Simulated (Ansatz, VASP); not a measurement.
# GaAs: VASP beside Ansatz

```
Ga As
1.0
     0.00000    2.82914    2.82914
     2.82914    0.00000    2.82914
     2.82914    2.82914    0.00000
Ga As
1 1
Direct
  0.00000 0.00000 0.00000
  0.75000 0.75000 0.75000
```

Alike in both runs: task relaxation of cell and atoms; functional PBEsol; k mesh 12 × 12 × 12; no spin polarisation.

|  | VASP | Ansatz |
| --- | --- | --- |
| version | VASP 6.6.1 | Ansatz 0.2.0 |
| potentials or method | VASP PAW PBE potentials, release 64 (Ga_d, As), cutoff 600 eV | scalar-relativistic, plane waves, PAW |
| occupations | gaussian, width 0.01 eV | fixed |
| valence electrons in the cell | 18 | 28 |

```tsv
	VASP	Ansatz	Ansatz less VASP
gap on the k mesh at the Fermi level, each at its own relaxed structure (eV)	0.42	0.42	+0.002
relaxed volume (Å³/atom)	22.70	22.65	-0.048
relaxed length of the cell vector where the two differ most in proportion (Å)	4.004	4.002	-0.0028
```

VASP's potentials were made for PBE, not for PBEsol. VASP's potentials hold 18 valence electrons a cell and Ansatz's 28, so a difference there can come from the potentials and not from the codes.
